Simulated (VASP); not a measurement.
# BaTiO3 (P4mm) in VASP: further runs

BaTiO3 is run at these levels: PBE; tasks: single point, relaxation of shape and atoms at fixed volume.

All numbers are computed with VASP 6.6.1; they aren't measurements. Logs are shortened: lines on timing, memory, paths and dates and some standing lists are left out, and cuts for length are marked.

## Step 1: The cell of the first run

It takes space group P4mm (No. 99, tetragonal). Conventional cell: a = 3.985 Å, b = 3.985 Å, c = 4.202 Å, α = 90.00°, β = 90.00°, γ = 90.00°. Within 3.7 Å of Ba (site symmetry 4mm) lie 12 O at 2.80 to 2.99 Å and 8 Ti at 3.47 to 3.56 Å. Ti (site symmetry 4mm) has 6 O at 1.81 to 2.39 Å within 2.4 Å. Within 2.4 Å of O (site symmetry 4mm) lie 2 Ti at 1.81 to 2.39 Å. O (site symmetry 2mm) has 2 Ti at 2.00 Å within 2.7 Å.

## Step 2: Single point, PBE

The input, INCAR:

```
SYSTEM = BaTiO3
PREC = Accurate
ENCUT = 520
EDIFF = 1E-7
ISMEAR = 0
SIGMA = 0.02
LREAL = .FALSE.
LASPH = .TRUE.
NELM = 100
ALGO = Normal
ISIF = 2
LWAVE = .FALSE.
LCHARG = .FALSE.
GGA = PE
NBANDS = 28
```

The input, KPOINTS:

```
Automatic mesh
0
G
  8 8 8
  0 0 0
```

The input, POSCAR:

```
BaTiO3
1.0
    3.9852569840      0.0000000000      0.0000000000
    0.0000000000      3.9852569840      0.0000000000
    0.0000000000      0.0000000000      4.2022179547
Ba Ti O
1 1 3
Direct
    0.0000000000      0.0000000000     -0.0106979926
    0.5000000000      0.5000000000      0.4720516423
    0.5000000000      0.5000000000      0.0408797490
    0.5000000000      0.0000000000      0.5203833006
    0.0000000000      0.5000000000      0.5203833006
```

Potentials or basis: VASP PAW PBE potentials, release 64 (Ba_sv, Ti_sv, O).

The run is started by

```bash
$ cat potpaw_PBE.64/Ba_sv/POTCAR potpaw_PBE.64/Ti_sv/POTCAR potpaw_PBE.64/O/POTCAR > POTCAR
$ mpirun -np 1 vasp_std > vasp.out
```

OUTCAR:

```text
SYSTEM = BaTiO3
   PREC = Accurate
   ENCUT = 520
   EDIFF = 1E-7
   ISMEAR = 0
   LREAL = .FALSE.
   LASPH = .TRUE.
   NELM = 100
   ISIF = 2
   GGA = PE

 ion  position               nearest neighbor table
   1  0.000  0.000  0.989-   4 2.80   5 2.80   5 2.80   4 2.80   3 2.83   3 2.83   3 2.83   3 2.83
                             4 2.99   5 2.99   5 2.99   4 2.99   2 3.47   2 3.47   2 3.47   2 3.47
   2  0.500  0.500  0.472-   3 1.81   4 2.00   5 2.00   4 2.00   5 2.00   3 2.39   1 3.47   1 3.47
                             1 3.47   1 3.47   1 3.56   1 3.56   1 3.56   1 3.56
   3  0.500  0.500  0.041-   2 1.81   2 2.39   1 2.83   1 2.83   1 2.83   1 2.83
   4  0.500  0.000  0.520-   2 2.00   2 2.00   1 2.80   1 2.80   1 2.99   1 2.99
   5  0.000  0.500  0.520-   2 2.00   2 2.00   1 2.80   1 2.80   1 2.99   1 2.99

  LATTYP: Found a simple tetragonal cell.
 ALAT       =     3.9852569840
 C/A-ratio  =     1.0544408984

  Lattice vectors:

 A1 = (   3.9852569840,   0.0000000000,   0.0000000000)
 A2 = (   0.0000000000,   3.9852569840,   0.0000000000)
 A3 = (   0.0000000000,   0.0000000000,   4.2022179547)

Analysis of symmetry for initial positions (statically):
=====================================================================
 Subroutine PRICEL returns:
 Original cell was already a primitive cell.

 Routine SETGRP: Setting up the symmetry group for a
 simple tetragonal supercell.

 Subroutine GETGRP returns: Found  8 space group operations
 (whereof  8 operations were pure point group operations)
 out of a pool of 16 trial point group operations.

The static configuration has the point symmetry C_4v.

Analysis of symmetry for dynamics (positions and initial velocities):
=====================================================================
 Subroutine PRICEL returns:
 Original cell was already a primitive cell.

 Routine SETGRP: Setting up the symmetry group for a
 simple tetragonal supercell.

 Subroutine GETGRP returns: Found  8 space group operations
 (whereof  8 operations were pure point group operations)
 out of a pool of 16 trial point group operations.

The dynamic configuration has the point symmetry C_4v.

 Subroutine INISYM returns: Found  8 space group operations
 (whereof  8 operations are pure point group operations),
 and found     1 'primitive' translations

----------------------------------------------------------------------------------------

                                     Primitive cell

  volume of cell :      66.7408

  direct lattice vectors                    reciprocal lattice vectors
     3.985256984  0.000000000  0.000000000     0.250924847  0.000000000  0.000000000
     0.000000000  3.985256984  0.000000000     0.000000000  0.250924847  0.000000000
     0.000000000  0.000000000  4.202217955     0.000000000  0.000000000  0.237969570

  length of vectors
     3.985256984  3.985256984  4.202217955     0.250924847  0.250924847  0.237969570

  position of ions in fractional coordinates (direct lattice)
     0.000000000  0.000000000  0.989302007
     0.500000000  0.500000000  0.472051642
     0.500000000  0.500000000  0.040879749
     0.500000000  0.000000000  0.520383301
     0.000000000  0.500000000  0.520383301

  ion indices of the primitive-cell ions
   primitive index   ion index
                 1           1
                 2           2
                 3           3
                 4           4
                 5           5

----------------------------------------------------------------------------------------

 KPOINTS: Automatic mesh

Automatic generation of k-mesh.
 Grid dimensions read from file:
 generate k-points for:    8    8    8

 Generating k-lattice:

  Cartesian coordinates                     Fractional coordinates (reciprocal lattice)
     0.031365606  0.000000000  0.000000000     0.125000000  0.000000000  0.000000000
     0.000000000  0.031365606  0.000000000     0.000000000  0.125000000  0.000000000
     0.000000000  0.000000000  0.029746196     0.000000000  0.000000000  0.125000000

  Length of vectors
     0.031365606  0.031365606  0.029746196

  Shift w.r.t. Gamma in fractional coordinates (k-lattice)
     0.000000000  0.000000000  0.000000000

 Subroutine IBZKPT returns following result:
 ===========================================

 Found     75 irreducible k-points:

 Following reciprocal coordinates:
            Coordinates               Weight
  0.000000  0.000000  0.000000      1.000000
  0.125000  0.000000  0.000000      4.000000
  0.250000  0.000000  0.000000      4.000000
  0.375000  0.000000  0.000000      4.000000
  0.500000  0.000000  0.000000      2.000000
  0.125000  0.125000  0.000000      4.000000
[... 16 lines left out ...]
  0.375000  0.125000  0.125000     16.000000
  0.500000  0.125000  0.125000      8.000000
 [... further k-points ...]
   k-points           NKPTS =     75   k-points in BZ     NKDIM =     75   number of bands    NBANDS=     28
   number of dos      NEDOS =    301   number of ions     NIONS =      5
   total plane-waves  NPLWV =  28800
   dimension x,y,z NGX =    30 NGY =   30 NGZ =   32
   dimension x,y,z NGXF=    60 NGYF=   60 NGZF=   64
   ions per type =               1   1   3
   NGX,Y,Z   is equivalent  to a cutoff of  12.51, 12.51, 12.66 a.u.
   NGXF,Y,Z  is equivalent  to a cutoff of  25.03, 25.03, 25.32 a.u.
 SYSTEM =  BaTiO3
   PREC   = accura    normal or accurate (medium, high low for compatibility)
   ISTART =      0    job   : 0-new  1-cont  2-samecut
   ICHARG =      2    charge: 1-file 2-atom 10-const
   ISPIN  =      1    spin polarized calculation?
   LNONCOLLINEAR =      F non collinear calculations
   LSORBIT =      F    spin-orbit coupling
   LASPH  =      T    aspherical Exc in radial PAW
   ENCUT  =  520.0 eV  38.22 Ry    6.18 a.u.   7.41  7.41  7.81*2*pi/ulx,y,z
   NELM   =    100;   NELMIN=  2; NELMDL= -5     # of ELM steps
   EDIFF  = 0.1E-06   stopping-criterion for ELM
   LREAL  =      F    real-space projection
   EDIFFG = 0.1E-05   stopping-criterion for IOM
   NSW    =      0    number of steps for IOM
   IBRION =     -1    ionic relax: 0-MD 1-quasi-New 2-CG
   NFREE  =      0    steps in history (QN), initial steepest desc. (CG)
   ISIF   =      2    stress and relaxation
   ISYM   =      2    0-nonsym 1-usesym 2-fastsym
   POTIM  = 0.5000    time-step for ionic-motion
   TEBEG  =    0.0;   TEEND  =   0.0 temperature during run
   PSTRESS=    0.0 pullay stress
   NELECT =      40.0000    total number of electrons
   NUPDOWN=      -1.0000    fix difference up-down
   EMIN   =  10.00;   EMAX   =-10.00  energy-range for DOS
   EFERMI =   0.00;   METHOD = LEGACY
   ISMEAR =     0;   SIGMA  =   0.02  broadening in eV -4-tet -1-fermi 0-gaus
   EFERMI_NEDOS =   21; number of points for ismear=-14 and -15
   IALGO  =     38    algorithm
   IMIX   =      4    mixing-type and parameters
     AMIX     =   0.40;   BMIX     =  1.00
     AMIX_MAG =   1.60;   BMIX_MAG =  1.00
  volume/ion in A,a.u.               =      13.35        90.08
  Fermi-wavevector in a.u.,A,eV,Ry     =   1.380271  2.608334 25.921119  1.905148
  Thomas-Fermi vector in A             =   2.505164
   LORBIT       =      0    0 simple, 1 ext, 2 COOP (PROOUT), +10 PAW based schemes
   GGA     = PE    functional components
   LHFCALC =     F    Hartree Fock is set to
   AEXX    =    0.0000 exact exchange contribution
   IVDW    =     0    specifies the selected vdW correction
   LEPSILON=     F    determine dielectric tensor
   LRPA    =     F    only Hartree local field effects (RPA)
 non-spin polarized calculation
 Gauss-broadening in eV      SIGMA  =   0.02
  energy-cutoff  :      520.00
  volume of cell :       66.74
 maximum number of plane-waves:      1824
 NGX is ok and might be reduce to    30
   NGX = 15   NGY = 15   NGZ = 15

 number of electron      39.9999983 magnetization

 Free energy of the ion-electron system (eV)
  ---------------------------------------------------
  ext. energy  EPLUGINS =         0.00000000
  ---------------------------------------------------
  free energy    TOTEN  =       -40.04036629 eV

  energy without entropy =      -40.04036629  energy(sigma->0) =      -40.04036629

 E-fermi :   3.8364     XC(G=0): -11.0226

 val. band max:        3.7466080091   @ k =   0.5000   0.5000   0.5000
 cond. band min:       5.5351979670   @ k =   0.0000   0.0000   0.0000
 fundamental gap:      1.7885899579
 Fermi energy:         3.8363671594

 k-point     1 :       0.0000    0.0000    0.0000
  band No.  band energies     occupation
      1     -52.9048      2.00000
      2     -29.2413      2.00000
      3     -29.1020      2.00000
      4     -29.1020      2.00000
      5     -21.4456      2.00000
      6     -13.2706      2.00000
[... 20 lines left out ...]
     27       8.8221      0.00000
     28      10.3995      0.00000

 k-point     2 :       0.1250    0.0000    0.0000
  band No.  band energies     occupation
      1     -52.9046      2.00000
      2     -29.2410      2.00000
      3     -29.1099      2.00000
      4     -29.1017      2.00000
      5     -21.4299      2.00000
      6     -13.2750      2.00000
[... 20 lines left out ...]
     27       9.1104      0.00000
     28      10.7753      0.00000

 k-point     3 :       0.2500    0.0000    0.0000
  band No.  band energies     occupation
      1     -52.9042      2.00000
      2     -29.2402      2.00000
      3     -29.1288      2.00000
      4     -29.1010      2.00000
      5     -21.3916      2.00000
      6     -13.3262      2.00000
[... 20 lines left out ...]
     27       9.8189      0.00000
     28      11.7239      0.00000

 k-point     4 :       0.3750    0.0000    0.0000
  band No.  band energies     occupation
      1     -52.9038      2.00000
      2     -29.2394      2.00000
      3     -29.1477      2.00000
      4     -29.1003      2.00000
      5     -21.3525      2.00000
      6     -13.4154      2.00000
[... 20 lines left out ...]
     27      10.6424      0.00000
     28      11.5944      0.00000

 k-point     5 :       0.5000    0.0000    0.0000
  band No.  band energies     occupation
      1     -52.9037      2.00000
      2     -29.2391      2.00000
      3     -29.1554      2.00000
      4     -29.1000      2.00000
      5     -21.3361      2.00000
      6     -13.4587      2.00000
[... 20 lines left out ...]
     27      11.0614      0.00000
     28      11.5606      0.00000

 k-point     6 :       0.1250    0.1250    0.0000
  band No.  band energies     occupation
      1     -52.9044      2.00000
      2     -29.2407      2.00000
      3     -29.1098      2.00000
      4     -29.1094      2.00000
      5     -21.4149      2.00000
      6     -13.2692      2.00000
[... 463 lines left out ...]
      5     -21.4055      2.00000
      6     -13.2510      2.00000
[... 20 lines left out ...]
     27       9.5598      0.00000
     28      11.1123      0.00000

 k-point    22 :       0.2500    0.1250    0.1250
  band No.  band energies     occupation
      1     -52.9040      2.00000
      2     -29.2440      2.00000
      3     -29.1282      2.00000
      4     -29.1086      2.00000
      5     -21.3703      2.00000
      6     -13.2561      2.00000
[... 20 lines left out ...]
     27      10.1615      0.00000
     28      11.5188      0.00000

 k-point    23 :       0.3750    0.1250    0.1250
  band No.  band energies     occupation
      1     -52.9036      2.00000
      2     -29.2432      2.00000
      3     -29.1470      2.00000
      4     -29.1079      2.00000
      5     -21.3344      2.00000
      6     -13.3069      2.00000
[... 20 lines left out ...]
     27      10.9516      0.00000
     28      11.9139      0.00000

 k-point    24 :       0.5000    0.1250    0.1250
  band No.  band energies     occupation
      1     -52.9035      2.00000
      2     -29.2428      2.00000
      3     -29.1547      2.00000
      4     -29.1076      2.00000
      5     -21.3194      2.00000
      6     -13.3368      2.00000
[... 20 lines left out ...]
     27      11.3146      0.00000
     28      12.0791      0.00000

 [... further k-points ...]
[... 5 lines left out ...]
  --------------------------------------------------------------------------------------
  -------------------------------------------------------------------------------------
  Total        0.6505811      0.6505811      0.6735836      0.0000000      0.0000000      0.0000000
  in kB       15.6178336     15.6178336     16.1700310      0.0000000      0.0000000      0.0000000
  external PRESSURE =      15.8018994 kB  Pullay stress =       0.0000000 kB

 VOLUME and BASIS-vectors are now :
 -----------------------------------------------------------------------------
  energy-cutoff  :      520.00
  volume of cell :       66.74
      direct lattice vectors                 reciprocal lattice vectors
     3.985256984  0.000000000  0.000000000     0.250924847  0.000000000  0.000000000
     0.000000000  3.985256984  0.000000000     0.000000000  0.250924847  0.000000000
     0.000000000  0.000000000  4.202217955     0.000000000  0.000000000  0.237969570

 POSITION                                       TOTAL-FORCE (eV/Angst)
 -----------------------------------------------------------------------------------
      0.00000      0.00000      4.15726        -0.000000      0.000000      0.047748
      1.99263      1.99263      1.98366        -0.000000     -0.000000      0.083436
      1.99263      1.99263      0.17179        -0.000000      0.000000     -0.081096
      1.99263      0.00000      2.18676        -0.000000      0.000000     -0.025044
      0.00000      1.99263      2.18676         0.000000      0.000000     -0.025044
 -----------------------------------------------------------------------------------
    total drift:                                0.000000      0.000000      0.000118

  FREE ENERGIE OF THE ION-ELECTRON SYSTEM (eV)
  ---------------------------------------------------
  free  energy   TOTEN  =       -40.0403662851 eV

  energy  without entropy=      -40.0403662851  energy(sigma->0) =      -40.04036629
```

It took 1.8 min on 1 thread of Intel Xeon Platinum 8375C at 2.90GHz (Ice Lake), shared host; peak memory 0.27 GiB.

What came out:

```
Free energy            : -40.0404 eV
Pressure               : 1.6 GPa
Largest force          : 0.083 eV/Å
Band gap on the k mesh : 1.79 eV, indirect (least direct gap 2.36 eV)
```

Forces in eV/Å, atoms in the order of the input:
```
Ba   0.000  0.000  0.048
Ti   0.000  0.000  0.083
O    0.000  0.000 -0.081
O    0.000  0.000 -0.025
O    0.000  0.000 -0.025
```

Caveat: spin-orbit coupling is left out, which moves the levels of the heavy elements.

## Step 3: Relaxation of shape and atoms at fixed volume, PBE (volume scaled by 0.94)

The input, INCAR:

```
SYSTEM = BaTiO3
PREC     = Accurate       ! precision mode
ENCUT    = 600            ! plane-wave cutoff, eV
EDIFF    = 1E-6           ! SCF threshold, eV
ISMEAR   = 0              ! smearing method
SIGMA    = 0.02           ! smearing width, eV
LREAL    = .FALSE.        ! projectors in reciprocal space
LASPH    = .TRUE.         ! aspherical terms in the spheres
NELM     = 80             ! most SCF steps
ALGO     = Normal         ! electronic algorithm
ISIF     = 4              ! what is computed and relaxed
LWAVE    = .FALSE.        ! write WAVECAR
LCHARG   = .FALSE.        ! write CHGCAR
GGA      = PE             ! functional
IBRION   = 2              ! ionic algorithm
NSW      = 50             ! ionic steps
EDIFFG   = -0.01          ! ionic threshold
```

The input, KPOINTS:

```
regular mesh
0
G
  8 8 8
  0 0 0
```

The input, POSCAR:

```
BaTiO3
1.0
    3.9318241345      0.0000000000      0.0000000000
    0.0000000000      3.9318241345      0.0000000000
    0.0000000000      0.0000000000      4.0581765413
Ba Ti O
1 1 3
Direct
    0.0000000000      0.0000000000     -0.0042612143
    0.5000000000      0.5000000000      0.4787435930
    0.5000000000      0.5000000000      0.0320673316
    0.5000000000      0.0000000000      0.5182251449
    0.0000000000      0.5000000000      0.5182251449
```

Potentials or basis: VASP PAW PBE potentials, release 64 (Ba_sv, Ti_sv, O).

The run is started by

```bash
$ cat potpaw_PBE.64/Ba_sv/POTCAR potpaw_PBE.64/Ti_sv/POTCAR potpaw_PBE.64/O/POTCAR > POTCAR
$ mpirun -np 1 vasp_std > vasp.out
```

Wall time 8.8 min (1 thread of Intel Xeon 6975P-C, shared host); peak memory 0.29 GiB.

The run converged. Its results:

| Quantity | Value |
| --- | --- |
| Free energy | -39.9284 eV |
| Energy gained by relaxing | 3.1 meV/atom |
| Ionic steps | 8 |
| Pressure after relaxing | 8.9 GPa |
| Largest force after relaxing | 0.008 eV/Å |
| Band gap on the k mesh | 1.82 eV, indirect (least direct gap 2.12 eV) |

Forces in eV/Å, atoms in the order of the input:
```
Ba   0.000  0.000  0.008
Ti   0.000  0.000 -0.003
O    0.000  0.000 -0.006
O    0.000  0.000  0.000
O    0.000  0.000  0.000
```

Step by step:
```tsv
step	energy change (eV)	largest force (eV/Å)	pressure (GPa)	volume (Å³)
1	0.0000	0.4277	10.73	62.74
2	-0.0078	0.1025	9.80	62.74
3	-0.0080	0.1068	9.68	62.74
4	-0.0131	0.0815	9.33	62.74
5	-0.0147	0.0663	9.03	62.74
6	-0.0147	0.0642	9.05	62.74
7	-0.0155	0.0291	8.94	62.74
8	-0.0157	0.0079	8.86	62.74
```

Final structure:
```
Ba Ti O
1.0
     3.95884    0.00000    0.00000
     0.00000    3.95884    0.00000
     0.00000    0.00000    4.00298
Ba Ti O
1 1 3
Direct
  0.00000 0.00000 0.00228
  0.50000 0.50000 0.48915
  0.50000 0.50000 0.02177
  0.50000 0.00000 0.51490
  0.00000 0.50000 0.51490
```

Levels at points of the mesh, in eV from the valence-band top:
```
           k point  band 16  band 17  band 18  band 19  band 20  band 21  band 22  band 23  band 24
(0.00, 0.00, 0.00)    -1.30    -1.20    -0.33    -0.30    -0.30     1.82     2.05     2.05     4.15
(0.50, 0.00, 0.00)    -2.02    -1.90    -1.77    -0.99    -0.88     2.19     3.63     3.66     4.19
(0.50, 0.50, 0.00)    -2.86    -1.78    -0.96    -0.96    -0.09     3.68     3.68     4.08     4.84
(0.00, 0.00, 0.50)    -2.01    -1.97    -1.97    -0.72    -0.72     1.99     3.64     3.64     4.16
(0.50, 0.00, 0.50)    -2.78    -1.73    -0.93    -0.91    -0.21     3.65     3.65     4.03     5.03
(0.50, 0.50, 0.50)    -2.45    -2.45    -0.12    -0.12     0.00     4.30     4.30     4.33     6.65
```

Caveat: the cell differs from its parent crystal (volume scaled by 0.94); spin-orbit coupling is left out, which moves the levels of the heavy elements.
